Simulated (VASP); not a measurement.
# CsAs2 (P4/nmm) in VASP: single point with LDA

Aim: the single point of CsAs2 with LDA.

All numbers are computed with VASP 6.6.1; they aren't measurements. Logs are shortened: lines on timing, memory, paths and dates and some standing lists are left out, and cuts for length are marked.

### Step 1. The cell of the first run

The structure is tetragonal, space group P4/nmm (No. 129). The conventional cell has a = 4.989 Å, b = 4.989 Å, c = 7.281 Å, α = 90.00°, β = 90.00°, γ = 90.00°. Within 3.5 Å of As (site symmetry 4mm) lie 4 As at 2.64 Å and 1 Cs at 3.43 Å. Within 3.6 Å of As (site symmetry -4m2) lie 8 As at 2.64 to 3.53 Å and 4 Cs at 3.57 Å. Cs (site symmetry 4mm) has 10 As at 3.43 to 3.90 Å and 4 Cs at 4.15 Å within 4.5 Å.

### Step 2. Single point, LDA

INCAR reads:

```
ALGO     = Normal         # electronic algorithm
EDIFF    = 1E-6           # SCF threshold, eV
ENCUT    = 520            # plane-wave cutoff, eV
GGA      = CA             # functional
ISIF     = 2              # what is computed and relaxed
ISMEAR   = -1             # smearing method
LASPH    = T              # aspherical terms in the spheres
LCHARG   = F              # write CHGCAR
LREAL    = F              # projectors in reciprocal space
LWAVE    = F              # write WAVECAR
NBANDS   = 28             # bands
NELM     = 100            # most SCF steps
PREC     = Accurate       # precision mode
SIGMA    = 0.056          # smearing width, eV
```

KPOINTS reads:

```
k-points
0
Gamma
  8 8 4
```

POSCAR reads:

```
CsAs2
1.0
    4.9887296556      0.0000000000      0.0000000000
    0.0000000000      4.9887296556      0.0000000000
    0.0000000000      0.0000000000      7.2812116501
As Cs
4 2
Direct
    0.0000000000      0.5000000000      0.1206248264
    0.5000000000      0.0000000000      0.8793751736
    0.0000000000      0.0000000000      0.0000000000
    0.5000000000      0.5000000000      0.0000000000
    0.0000000000      0.5000000000      0.6499702094
    0.5000000000      0.0000000000      0.3500297906
```

Potentials or basis: VASP PAW LDA potentials, release 64 (As, Cs_sv).

The run is started by

```bash
$ cat potpaw_LDA.64/As/POTCAR potpaw_LDA.64/Cs_sv/POTCAR > POTCAR
$ mpirun -np 1 vasp_std > vasp.out
```

OUTCAR:

```text
EDIFF = 1E-6
   ENCUT = 520
   GGA = CA
   ISIF = 2
   ISMEAR = -1
   LASPH = T
   LREAL = F
   NELM = 100
   PREC = Accurate

 ion  position               nearest neighbor table
   1  0.000  0.500  0.121-   3 2.64   4 2.64   3 2.64   4 2.64
   2  0.500  0.000  0.879-   3 2.64   4 2.64   4 2.64   3 2.64
   3  0.000  0.000  0.000-   1 2.64   2 2.64   1 2.64   2 2.64
   4  0.500  0.500  0.000-   1 2.64   2 2.64   2 2.64   1 2.64
   5  0.000  0.500  0.650-
   6  0.500  0.000  0.350-

  LATTYP: Found a simple tetragonal cell.
 ALAT       =     4.9887296556
 C/A-ratio  =     1.4595322162

  Lattice vectors:

 A1 = (   4.9887296556,   0.0000000000,   0.0000000000)
 A2 = (   0.0000000000,   4.9887296556,   0.0000000000)
 A3 = (   0.0000000000,   0.0000000000,   7.2812116501)

Analysis of symmetry for initial positions (statically):
=====================================================================
 Subroutine PRICEL returns:
 Original cell was already a primitive cell.

 Routine SETGRP: Setting up the symmetry group for a
 simple tetragonal supercell.

 Subroutine GETGRP returns: Found 16 space group operations
 (whereof  8 operations were pure point group operations)
 out of a pool of 16 trial point group operations.

The static configuration has the point symmetry D_2d.
 The point group associated with its full space group is D_4h.

Analysis of symmetry for dynamics (positions and initial velocities):
=====================================================================
 Subroutine PRICEL returns:
 Original cell was already a primitive cell.

 Routine SETGRP: Setting up the symmetry group for a
 simple tetragonal supercell.

 Subroutine GETGRP returns: Found 16 space group operations
 (whereof  8 operations were pure point group operations)
 out of a pool of 16 trial point group operations.

The dynamic configuration has the point symmetry D_2d.
 The point group associated with its full space group is D_4h.

 Subroutine INISYM returns: Found 16 space group operations
 (whereof  8 operations are pure point group operations),
 and found     1 'primitive' translations

----------------------------------------------------------------------------------------

                                     Primitive cell

  volume of cell :     181.2106

  direct lattice vectors                    reciprocal lattice vectors
     4.988729656  0.000000000  0.000000000     0.200451832  0.000000000  0.000000000
     0.000000000  4.988729656  0.000000000     0.000000000  0.200451832  0.000000000
     0.000000000  0.000000000  7.281211650     0.000000000  0.000000000  0.137339779

  length of vectors
     4.988729656  4.988729656  7.281211650     0.200451832  0.200451832  0.137339779

  position of ions in fractional coordinates (direct lattice)
     0.000000000  0.500000000  0.120624826
     0.500000000  0.000000000  0.879375174
     0.000000000  0.000000000  0.000000000
     0.500000000  0.500000000  0.000000000
     0.000000000  0.500000000  0.649970209
     0.500000000  0.000000000  0.350029791

  ion indices of the primitive-cell ions
   primitive index   ion index
                 1           1
                 2           2
                 3           3
                 4           4
                 5           5
                 6           6

----------------------------------------------------------------------------------------

 KPOINTS: k-points

Automatic generation of k-mesh.
 Grid dimensions read from file:
 generate k-points for:    8    8    4

 Generating k-lattice:

  Cartesian coordinates                     Fractional coordinates (reciprocal lattice)
     0.025056479  0.000000000  0.000000000     0.125000000  0.000000000  0.000000000
     0.000000000  0.025056479  0.000000000     0.000000000  0.125000000  0.000000000
     0.000000000  0.000000000  0.034334945     0.000000000  0.000000000  0.250000000

  Length of vectors
     0.025056479  0.025056479  0.034334945

  Shift w.r.t. Gamma in fractional coordinates (k-lattice)
     0.000000000  0.000000000  0.000000000

 Subroutine IBZKPT returns following result:
 ===========================================

 Found     45 irreducible k-points:

 Following reciprocal coordinates:
            Coordinates               Weight
  0.000000  0.000000  0.000000      1.000000
  0.125000  0.000000  0.000000      4.000000
  0.250000  0.000000  0.000000      4.000000
  0.375000  0.000000  0.000000      4.000000
  0.500000  0.000000  0.000000      2.000000
  0.125000  0.125000  0.000000      4.000000
[... 16 lines left out ...]
  0.375000  0.125000  0.250000     16.000000
  0.500000  0.125000  0.250000      8.000000
 [... further k-points ...]
   k-points           NKPTS =     45   k-points in BZ     NKDIM =     45   number of bands    NBANDS=     28
   number of dos      NEDOS =    301   number of ions     NIONS =      6
   total plane-waves  NPLWV =  86400
   dimension x,y,z NGX =    40 NGY =   40 NGZ =   54
   dimension x,y,z NGXF=    80 NGYF=   80 NGZF=  108
   ions per type =               4   2
   NGX,Y,Z   is equivalent  to a cutoff of  13.33, 13.33, 12.33 a.u.
   NGXF,Y,Z  is equivalent  to a cutoff of  26.66, 26.66, 24.66 a.u.
 SYSTEM =  unknown system
   PREC   = accura    normal or accurate (medium, high low for compatibility)
   ISTART =      0    job   : 0-new  1-cont  2-samecut
   ICHARG =      2    charge: 1-file 2-atom 10-const
   ISPIN  =      1    spin polarized calculation?
   LNONCOLLINEAR =      F non collinear calculations
   LSORBIT =      F    spin-orbit coupling
   LASPH  =      T    aspherical Exc in radial PAW
   ENCUT  =  520.0 eV  38.22 Ry    6.18 a.u.   9.28  9.28 13.54*2*pi/ulx,y,z
   NELM   =    100;   NELMIN=  2; NELMDL= -5     # of ELM steps
   EDIFF  = 0.1E-05   stopping-criterion for ELM
   LREAL  =      F    real-space projection
   EDIFFG = 0.1E-04   stopping-criterion for IOM
   NSW    =      0    number of steps for IOM
   IBRION =     -1    ionic relax: 0-MD 1-quasi-New 2-CG
   NFREE  =      0    steps in history (QN), initial steepest desc. (CG)
   ISIF   =      2    stress and relaxation
   ISYM   =      2    0-nonsym 1-usesym 2-fastsym
   POTIM  = 0.5000    time-step for ionic-motion
   TEBEG  =    0.0;   TEEND  =   0.0 temperature during run
   PSTRESS=    0.0 pullay stress
   NELECT =      38.0000    total number of electrons
   NUPDOWN=      -1.0000    fix difference up-down
   EMIN   =  10.00;   EMAX   =-10.00  energy-range for DOS
   EFERMI =   0.00;   METHOD = LEGACY
   ISMEAR =    -1;   SIGMA  =   0.06  broadening in eV -4-tet -1-fermi 0-gaus
   EFERMI_NEDOS =   21; number of points for ismear=-14 and -15
   IALGO  =     38    algorithm
   IMIX   =      4    mixing-type and parameters
     AMIX     =   0.40;   BMIX     =  1.00
     AMIX_MAG =   1.60;   BMIX_MAG =  1.00
  volume/ion in A,a.u.               =      30.20       203.81
  Fermi-wavevector in a.u.,A,eV,Ry     =   0.972616  1.837978 12.870870  0.945982
  Thomas-Fermi vector in A             =   2.102929
   LORBIT       =      0    0 simple, 1 ext, 2 COOP (PROOUT), +10 PAW based schemes
   GGA     = CA    functional components
   LHFCALC =     F    Hartree Fock is set to
   AEXX    =    0.0000 exact exchange contribution
   IVDW    =     0    specifies the selected vdW correction
   LEPSILON=     F    determine dielectric tensor
   LRPA    =     F    only Hartree local field effects (RPA)
 non-spin polarized calculation
  energy-cutoff  :      520.00
  volume of cell :      181.21
 maximum number of plane-waves:      4906
 NGX is ok and might be reduce to    40
   NGX = 19   NGY = 19   NGZ = 27

 number of electron      38.0000000 magnetization

 Free energy of the ion-electron system (eV)
  ---------------------------------------------------
  ext. energy  EPLUGINS =         0.00000000
  ---------------------------------------------------
  free energy    TOTEN  =       -25.24940137 eV

  energy without entropy =      -25.23372616  energy(sigma->0) =      -25.24156376

 E-fermi :   4.1109     XC(G=0):  -9.1072

 val. band max:        4.0996907387   @ k =   0.2500   0.0000   0.2500
 cond. band min:       4.1177598735   @ k =   0.1250   0.1250   0.5000
 fundamental gap:      0.0180691348
 Fermi energy:         4.1108821226

 k-point     1 :       0.0000    0.0000    0.0000
  band No.  band energies     occupation
      1     -18.8455      2.00000
      2     -18.7000      2.00000
      3      -9.9738      2.00000
      4      -6.6214      2.00000
      5      -5.9444      2.00000
      6      -5.9195      2.00000
[... 20 lines left out ...]
     27       7.1564      0.00000
     28       7.1564      0.00000

 k-point     2 :       0.1250    0.0000    0.0000
  band No.  band energies     occupation
      1     -18.8386      2.00000
      2     -18.7041      2.00000
      3      -9.8935      2.00000
      4      -6.8015      2.00000
      5      -6.1258      2.00000
      6      -5.8963      2.00000
[... 20 lines left out ...]
     27       7.2051      0.00000
     28       7.7803      0.00000

 k-point     3 :       0.2500    0.0000    0.0000
  band No.  band energies     occupation
      1     -18.8196      2.00000
      2     -18.7165      2.00000
      3      -9.6541      2.00000
      4      -7.3825      2.00000
      5      -6.0537      2.00000
      6      -5.9426      2.00000
[... 20 lines left out ...]
     27       7.7549      0.00000
     28       8.4102      0.00000

 k-point     4 :       0.3750    0.0000    0.0000
  band No.  band energies     occupation
      1     -18.7927      2.00000
      2     -18.7368      2.00000
      3      -9.2614      2.00000
      4      -8.0803      2.00000
      5      -6.1339      2.00000
      6      -6.0856      2.00000
[... 578 lines left out ...]
     27       7.9997      0.00000
     28       8.2638      0.00000

 k-point    23 :       0.3750    0.1250    0.2500
  band No.  band energies     occupation
      1     -18.7881      2.00000
      2     -18.7382      2.00000
      3      -9.2108      2.00000
      4      -8.0359      2.00000
      5      -6.1332      2.00000
      6      -5.9870      2.00000
[... 20 lines left out ...]
     27       7.9444      0.00000
     28       8.3380      0.00000

 k-point    24 :       0.5000    0.1250    0.2500
  band No.  band energies     occupation
      1     -18.7617      2.00000
      2     -18.7617      2.00000
      3      -8.6814      2.00000
      4      -8.6814      2.00000
      5      -6.0353      2.00000
      6      -6.0353      2.00000
[... 20 lines left out ...]
     27       8.1413      0.00000
     28       8.1413      0.00000

 [... further k-points ...]

------------------------ aborting loop because EDIFF is reached ----------------------------------------

  FORCE on cell =-STRESS in cart. coord.  units (eV):
  Direction    XX          YY          ZZ          XY          YZ          ZX
  --------------------------------------------------------------------------------------
  -------------------------------------------------------------------------------------
  Total        0.2856847      0.2856847      0.2340469      0.0000000      0.0000000      0.0000000
  in kB        2.5258872      2.5258872      2.0693307      0.0000000      0.0000000      0.0000000
  external PRESSURE =       2.3737017 kB  Pullay stress =       0.0000000 kB

 VOLUME and BASIS-vectors are now :
 -----------------------------------------------------------------------------
  energy-cutoff  :      520.00
  volume of cell :      181.21
      direct lattice vectors                 reciprocal lattice vectors
     4.988729656  0.000000000  0.000000000     0.200451832  0.000000000  0.000000000
     0.000000000  4.988729656  0.000000000     0.000000000  0.200451832  0.000000000
     0.000000000  0.000000000  7.281211650     0.000000000  0.000000000  0.137339779

 POSITION                                       TOTAL-FORCE (eV/Angst)
 -----------------------------------------------------------------------------------
      0.00000      2.49436      0.87829         0.000000     -0.000000      0.024467
      2.49436      0.00000      6.40292         0.000000      0.000000     -0.024467
      0.00000      0.00000      0.00000         0.000000     -0.000000      0.000000
      2.49436      2.49436      0.00000         0.000000      0.000000      0.000000
      0.00000      2.49436      4.73257         0.000000      0.000000     -0.025463
      2.49436      0.00000      2.54864        -0.000000      0.000000      0.025463
 -----------------------------------------------------------------------------------
    total drift:                                0.000000      0.000000      0.000000

  FREE ENERGIE OF THE ION-ELECTRON SYSTEM (eV)
  ---------------------------------------------------
  free  energy   TOTEN  =       -25.2494013660 eV

  energy  without entropy=      -25.2337261618  energy(sigma->0) =      -25.24156376
```

Wall time 2.9 min (1 thread of Intel Xeon Platinum 8488C (Sapphire Rapids), shared host); peak memory 0.34 GiB.

Results:

```
Free energy            : -25.2494 eV
Pressure               : 0.2 GPa
Largest force          : 0.025 eV/Å
Band gap on the k mesh : zero (bands 19 and 20 overlap by 1.59 eV)
```

Forces on the atoms (eV/Å):
```
As   0.000  0.000  0.024
As   0.000  0.000 -0.024
As   0.000  0.000  0.000
As   0.000  0.000  0.000
Cs   0.000  0.000 -0.025
Cs   0.000  0.000  0.025
```

Caveat: spin-orbit coupling is left out, which moves the levels of the heavy elements.
